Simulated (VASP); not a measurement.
# SrTiO3 in VASP: further runs, part 2 of 2

VASP 6.6.1.

## (4) Single point, PBEsol

This run uses another cell than the first one, of 11.47 Å³/atom, 1.056 times its volume.

INCAR

```
SYSTEM = SrTiO3
ALGO = Normal ; EDIFF = 1E-6
ENCUT = 520 ; GGA = PS
ISIF = 2 ; ISMEAR = 0
LASPH = .TRUE. ; LCHARG = .FALSE.
LREAL = .FALSE. ; LWAVE = .FALSE.
NBANDS = 28 ; NELM = 100
PREC = Accurate ; SIGMA = 0.05
```

KPOINTS

```
k-points
0
G
  8 8 8
  0 0 0
```

POSCAR

```
SrTiO3
1.0
    3.8396261655      0.0000000000      0.0000000000
    0.0000000000      3.8396261655      0.0000000000
    0.0000000000      0.0000000000      3.8913815400
Sr Ti O
1 1 3
Direct
    0.0000000000      0.0000000000      0.0000000000
    0.5000000000      0.5000000000      0.5000000000
    0.0000000000      0.5000000000      0.5000000000
    0.5000000000      0.0000000000      0.5000000000
    0.5000000000      0.5000000000      0.0000000000
```

Potentials or basis: VASP PAW PBE potentials, release 64 (Sr_sv, Ti_sv, O).

The run is started by

```sh
> cat potpaw_PBE.64/Sr_sv/POTCAR potpaw_PBE.64/Ti_sv/POTCAR potpaw_PBE.64/O/POTCAR > POTCAR
> mpirun -np 1 vasp_std > vasp.out
```

OUTCAR:

```text
SYSTEM = SrTiO3
   EDIFF = 1E-6
   ENCUT = 520
   GGA = PS
   ISIF = 2
   ISMEAR = 0
   LASPH = .TRUE.
   LREAL = .FALSE.
   NELM = 100
   PREC = Accurate

 ion  position               nearest neighbor table
   1  0.000  0.000  0.000-   5 2.72   5 2.72   5 2.72   5 2.72   4 2.73   3 2.73   4 2.73   3 2.73
                             4 2.73   3 2.73   4 2.73   3 2.73   2 3.34   2 3.34   2 3.34   2 3.34
   2  0.500  0.500  0.500-   3 1.92   4 1.92   4 1.92   3 1.92   5 1.95   5 1.95   1 3.34   1 3.34
                             1 3.34   1 3.34   1 3.34   1 3.34   1 3.34   1 3.34
   3  0.000  0.500  0.500-   2 1.92   2 1.92   1 2.73   1 2.73   1 2.73   1 2.73
   4  0.500  0.000  0.500-   2 1.92   2 1.92   1 2.73   1 2.73   1 2.73   1 2.73
   5  0.500  0.500  0.000-   2 1.95   2 1.95   1 2.72   1 2.72   1 2.72   1 2.72

  LATTYP: Found a simple tetragonal cell.
 ALAT       =     3.8396261655
 C/A-ratio  =     1.0134792744

  Lattice vectors:

 A1 = (   3.8396261655,   0.0000000000,   0.0000000000)
 A2 = (   0.0000000000,   3.8396261655,   0.0000000000)
 A3 = (   0.0000000000,   0.0000000000,   3.8913815400)

Analysis of symmetry for initial positions (statically):
=====================================================================
 Subroutine PRICEL returns:
 Original cell was already a primitive cell.

 Routine SETGRP: Setting up the symmetry group for a
 simple tetragonal supercell.

 Subroutine GETGRP returns: Found 16 space group operations
 (whereof 16 operations were pure point group operations)
 out of a pool of 16 trial point group operations.

The static configuration has the point symmetry D_4h.

Analysis of symmetry for dynamics (positions and initial velocities):
=====================================================================
 Subroutine PRICEL returns:
 Original cell was already a primitive cell.

 Routine SETGRP: Setting up the symmetry group for a
 simple tetragonal supercell.

 Subroutine GETGRP returns: Found 16 space group operations
 (whereof 16 operations were pure point group operations)
 out of a pool of 16 trial point group operations.
[... 124 lines left out ...]
   IALGO  =     38    algorithm
   IMIX   =      4    mixing-type and parameters
     AMIX     =   0.40;   BMIX     =  1.00
     AMIX_MAG =   1.60;   BMIX_MAG =  1.00
  volume/ion in A,a.u.               =      11.47        77.43
  Fermi-wavevector in a.u.,A,eV,Ry     =   1.451669  2.743257 28.672140  2.107343
  Thomas-Fermi vector in A             =   2.569140
   LORBIT       =      0    0 simple, 1 ext, 2 COOP (PROOUT), +10 PAW based schemes
   GGA     = PS    functional components
   LHFCALC =     F    Hartree Fock is set to
   AEXX    =    0.0000 exact exchange contribution
   IVDW    =     0    specifies the selected vdW correction
   LEPSILON=     F    determine dielectric tensor
   LRPA    =     F    only Hartree local field effects (RPA)
 non-spin polarized calculation
 Gauss-broadening in eV      SIGMA  =   0.05
  energy-cutoff  :      520.00
  volume of cell :       57.37
 maximum number of plane-waves:      1568
 NGX is ok and might be reduce to    30
   NGX = 15   NGY = 15   NGZ = 15

 number of electron      40.0000023 magnetization

 Free energy of the ion-electron system (eV)
  ---------------------------------------------------
  ext. energy  EPLUGINS =         0.00000000
  ---------------------------------------------------
  free energy    TOTEN  =       -41.97618467 eV

  energy without entropy =      -41.97618467  energy(sigma->0) =      -41.97618467

 E-fermi :   4.6264     XC(G=0): -11.7394

 val. band max:        4.3601827810   @ k =   0.5000   0.5000   0.5000
 cond. band min:       6.1931354033   @ k =   0.0000   0.0000   0.0000
 fundamental gap:      1.8329526223
 Fermi energy:         4.6264352157

 k-point     1 :       0.0000    0.0000    0.0000
  band No.  band energies     occupation
      1     -51.7087      2.00000
      2     -28.1996      2.00000
      3     -28.1033      2.00000
      4     -28.1033      2.00000
      5     -28.0877      2.00000
      6     -13.1626      2.00000
[... 733 lines left out ...]
     27      12.1895      0.00000
     28      12.9630      0.00000

 [... further k-points ...]
[... 5 lines left out ...]
  --------------------------------------------------------------------------------------
  -------------------------------------------------------------------------------------
  Total        2.5988294      2.5988294      1.2755522      0.0000000     -0.0000000      0.0000000
  in kB       72.5782779     72.5782779     35.6227247      0.0000000     -0.0000000      0.0000000
  external PRESSURE =      60.2597601 kB  Pullay stress =       0.0000000 kB

 VOLUME and BASIS-vectors are now :
 -----------------------------------------------------------------------------
  energy-cutoff  :      520.00
  volume of cell :       57.37
      direct lattice vectors                 reciprocal lattice vectors
     3.839626165  0.000000000  0.000000000     0.260442021  0.000000000  0.000000000
     0.000000000  3.839626165  0.000000000     0.000000000  0.260442021  0.000000000
     0.000000000  0.000000000  3.891381540     0.000000000  0.000000000  0.256978143

 POSITION                                       TOTAL-FORCE (eV/Angst)
 -----------------------------------------------------------------------------------
      0.00000      0.00000      0.00000         0.000000      0.000000      0.000000
      1.91981      1.91981      1.94569         0.000000      0.000000      0.000000
      0.00000      1.91981      1.94569         0.000000      0.000000      0.000000
      1.91981      0.00000      1.94569         0.000000      0.000000      0.000000
      1.91981      1.91981      0.00000         0.000000      0.000000      0.000000
 -----------------------------------------------------------------------------------
    total drift:                                0.000000      0.000000     -0.000000

  FREE ENERGIE OF THE ION-ELECTRON SYSTEM (eV)
  ---------------------------------------------------
  free  energy   TOTEN  =       -41.9761846667 eV

  energy  without entropy=      -41.9761846667  energy(sigma->0) =      -41.97618467
```

OSZICAR:

```text
N       E                     dE             d eps       ncg     rms          rms(c)
DAV:   1     0.432865962058E+03    0.43287E+03   -0.21562E+04  4200   0.160E+03
DAV:   2    -0.576000912707E+01   -0.43863E+03   -0.41897E+03  4680   0.441E+02
DAV:   3    -0.493165918661E+02   -0.43557E+02   -0.43207E+02  5760   0.135E+02
DAV:   4    -0.514147283243E+02   -0.20981E+01   -0.20931E+01  6340   0.254E+01
DAV:   5    -0.514595477493E+02   -0.44819E-01   -0.44808E-01  5828   0.328E+00    0.284E+01
DAV:   6    -0.420242792008E+02    0.94353E+01   -0.47553E+01  5852   0.646E+01    0.162E+01
DAV:   7    -0.420453549611E+02   -0.21076E-01   -0.65091E+00  5432   0.192E+01    0.119E+01
DAV:   8    -0.421030134831E+02   -0.57659E-01   -0.16682E+00  5008   0.139E+01    0.366E+00
DAV:   9    -0.419839628419E+02    0.11905E+00   -0.43063E-01  4952   0.703E+00    0.113E+00
DAV:  10    -0.419825514117E+02    0.14114E-02   -0.97183E-02  5400   0.206E+00    0.774E-01
DAV:  11    -0.419762368867E+02    0.63145E-02   -0.27086E-02  6184   0.166E+00    0.157E-01
DAV:  12    -0.419761822984E+02    0.54588E-04   -0.20816E-03  5000   0.542E-01    0.982E-02
DAV:  13    -0.419761948395E+02   -0.12541E-04   -0.56918E-04  6068   0.175E-01    0.544E-02
DAV:  14    -0.419761907601E+02    0.40794E-05   -0.41711E-05  5328   0.502E-02    0.291E-02
DAV:  15    -0.419761853070E+02    0.54531E-05   -0.12735E-05  5880   0.296E-02    0.163E-02
DAV:  16    -0.419761846366E+02    0.67040E-06   -0.10718E-05  4852   0.252E-02    0.242E-03
DAV:  17    -0.419761846667E+02   -0.30052E-07   -0.57262E-07  2752   0.570E-03
   1 F= -.41976185E+02 E0= -.41976185E+02  d E =-.292408E-16
```

It took 4.1 min on 1 thread of Intel Xeon Platinum 8259CL at 2.50GHz (Skylake/Cascade Lake), shared host; peak memory 0.25 GiB.

What came out:

| Property | Result |
| --- | --- |
| Free energy | -41.9762 eV |
| Pressure | 6.0 GPa |
| Band gap on the k mesh | 1.83 eV, indirect (least direct gap 2.18 eV) |

Caveat: the PAW data sets were made with another functional, which shifts forces and pressure a little. A hybrid or GW would open this gap; PBEsol tends to underestimate it.

## (5) Single point, PBEsol

This run uses another cell than the first one, of 11.79 Å³/atom, 1.085 times its volume.

INCAR

```
PREC = Accurate ; ENCUT = 520
EDIFF = 1E-7 ; ISMEAR = 0
SIGMA = 0.05 ; LREAL = F
LASPH = T ; NELM = 100
ALGO = Normal ; ISIF = 2
LWAVE = F ; LCHARG = T
GGA = PS ; LELF = T
LVHAR = T ; NBANDS = 28
```

KPOINTS

```
regular mesh
0
Gamma
  8 8 8
```

POSCAR

```
SrTiO3
1.0
    3.8913815400      0.0000000000      0.0000000000
    0.0000000000      3.8913815400      0.0000000000
    0.0000000000      0.0000000000      3.8913815400
Sr Ti O
1 1 3
Direct
    0.0024043448      0.0000000000      0.0000000000
    0.5059354150      0.5000000000      0.5000000000
   -0.0096992381      0.5000000000      0.5000000000
    0.4893868027      0.0000000000      0.5000000000
    0.4893868027      0.5000000000      0.0000000000
```

The run is started by

```sh
> cat potpaw_PBE.64/Sr_sv/POTCAR potpaw_PBE.64/Ti_sv/POTCAR potpaw_PBE.64/O/POTCAR > POTCAR
> mpirun -np 1 vasp_std > vasp.out
```

It took 4.3 min on 1 thread of Intel Xeon Platinum 8259CL at 2.50GHz (Skylake/Cascade Lake), shared host; peak memory 0.26 GiB.

Results (log left out):

```yaml
Free_energy: -42.0154 eV
Pressure: 0.9 GPa
Largest_force: 0.054 eV/Å
Band_gap_on_the_k_mesh: 1.83 eV, indirect (least direct gap 2.23 eV)
```

Forces in eV/Å, atoms in the order of the input:
```
Sr   0.013  0.000  0.000
Ti  -0.054  0.000  0.000
O    0.051  0.000  0.000
O   -0.005  0.000  0.000
O   -0.005  0.000  0.000
```

Stress tensor (GPa, compression positive):
```
1.40 0.00 0.00
0.00 0.63 0.00
0.00 0.00 0.63
```

Levels at points of the mesh, in eV from the valence-band top:
| k point | band 17 | band 18 | band 19 | band 20 | band 21 | band 22 | band 23 | band 24 |
| --- | --- | --- | --- | --- | --- | --- | --- | --- |
| (0.00, 0.00, 0.00) | -1.22 | -0.41 | -0.41 | -0.40 | 1.83 | 1.92 | 1.92 | 4.44 |
| (0.50, 0.00, 0.00) | -2.45 | -2.08 | -0.74 | -0.74 | 2.02 | 3.87 | 3.87 | 4.45 |
| (0.00, 0.50, 0.00) | -2.37 | -2.08 | -0.82 | -0.78 | 2.10 | 3.83 | 3.85 | 4.48 |
| (0.50, 0.50, 0.00) | -1.73 | -1.60 | -1.60 | -0.12 | 3.85 | 3.88 | 4.30 | 5.43 |
| (0.00, 0.50, 0.50) | -1.74 | -1.64 | -1.64 | -0.10 | 3.86 | 3.86 | 4.30 | 5.39 |
| (0.50, 0.50, 0.50) | -3.80 | -0.02 | -0.02 | 0.00 | 4.53 | 4.54 | 4.54 | 6.86 |

Caveat: the PAW data sets were made with another functional, which shifts forces and pressure a little. A k mesh can miss the band edges.

## (6) Overview

```tsv
cell	gap on the mesh (eV)	pressure (GPa)
a = 3.736, b = 3.736, c = 3.891 Å, 5 atoms	1.85	19.6
a = 3.787, b = 3.787, c = 3.891 Å, 5 atoms	1.84	12.3
a = 3.840, b = 3.840, c = 3.891 Å, 5 atoms	1.83	6.0
a = 3.891 Å, 5 atoms	1.83	0.9
```

Alike in all rows: task single point; level PBEsol; potentials or basis VASP PAW PBE potentials, release 64 (Sr_sv, Ti_sv, O); no spin polarisation; k mesh 8 × 8 × 8; cutoff (eV) 520; smearing gaussian 0.05 eV.

Caveats: the PAW data sets were made with another functional, which shifts forces and pressure a little.

Total energies depend on the potentials used, so only differences within one code and one set of settings carry meaning.
